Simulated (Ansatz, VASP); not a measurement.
## Two plane-wave programs on ZnBi3

File INCAR:

```
SYSTEM = ZnBi3
PREC     = Accurate       ! precision mode
ENCUT    = 500            ! plane-wave cutoff, eV
EDIFF    = 1E-6           ! SCF threshold, eV
ISMEAR   = -1             ! smearing method
SIGMA    = 0.05           ! smearing width, eV
LREAL    = .FALSE.        ! projectors in reciprocal space
LASPH    = .TRUE.         ! aspherical terms in the spheres
NELM     = 120            ! most SCF steps
ALGO     = Normal         ! electronic algorithm
ISIF     = 2              ! what is computed and relaxed
LWAVE    = .FALSE.        ! write WAVECAR
LCHARG   = .TRUE.         ! write CHGCAR
GGA      = PE             ! functional
LELF     = .TRUE.         ! ELF
LVHAR    = .TRUE.       
NBANDS   = 36             ! bands
GGA_COMPAT= .FALSE.
```

File KPOINTS:

```
regular mesh
0
G
  3 3 3
  0 0 0
```

Contents of POSCAR:

```
ZnBi3
1.0
    4.8731640000      0.0000000000      0.0000000000
    0.0000000000      4.8731640000      0.0000000000
    0.0000000000      0.0000000000      4.8731640000
Bi Zn
3 1
Direct
    0.5000000000      0.5000000000      0.0000000000
    0.5000000000      0.0000000000      0.5000000000
    0.0000000000      0.5000000000      0.5000000000
    0.0000000000      0.0000000000      0.0000000000
```

File input.yaml:

```yaml
crystal:
  lattice:
    - [4.873164, 0.0, 0.0]
    - [0.0, 4.873164, 0.0]
    - [0.0, 0.0, 4.873164]
  atoms:
    - { symbol: Bi, position: [0.5, 0.5, 0.0] }
    - { symbol: Bi, position: [0.5, 0.0, 0.5] }
    - { symbol: Bi, position: [0.0, 0.5, 0.5] }
    - { symbol: Zn, position: [0.0, 0.0, 0.0] }
hamiltonian:
  xc: pbe
  pseudopotentials: { kind: paw }
kpoints:
  mp_grid: { grid: [3, 3, 3] }
  band_path:
    path:
      - [[0.0, 0.0, 0.0], [0.0, 0.5, 0.0], [0.5, 0.5, 0.0], [0.0, 0.0, 0.0], [0.5, 0.5, 0.5], [0.0, 0.5, 0.0]]
      - [[0.5, 0.5, 0.0], [0.5, 0.5, 0.5]]
    npoints: 14
scf:
  occupations: { method: fermi_dirac, width: 0.05 }
  n_extra_bands: 10
output:
  forces: true
  stress: true
  eigenvalues: true
  fatbands: false
```

Alike in both runs: functional PBE; k mesh 3 × 3 × 3; occupations fermi-dirac, width 0.05 eV; no spin polarisation.

|  | VASP | Ansatz |
| --- | --- | --- |
| version | VASP 6.6.1 | Ansatz 0.2.0 |
| potentials or method | VASP PAW PBE potentials, release 64 (Bi_d, Zn) | Ansatz PAW |
| plane-wave cutoff (eV) | 500 | 420 |
| valence electrons in the cell | 57 | 57 |
| task | single point | band structure |

Ansatz gave:

| Quantity | Value |
| --- | --- |
| gap on the k mesh at the Fermi level (eV) | none |
| pressure (GPa) | 0.5 |

Estimate VASP's values.

gap on the k mesh at the Fermi level (eV): none; pressure (GPa): 0.4.

A gap of «none» marks a metal or a gap that the smearing closes. The functional is the same, so the differences come from potentials, cutoffs and numerics.

The k mesh is coarse, so the values compare programs but aren't converged. Spin-orbit coupling is off throughout.
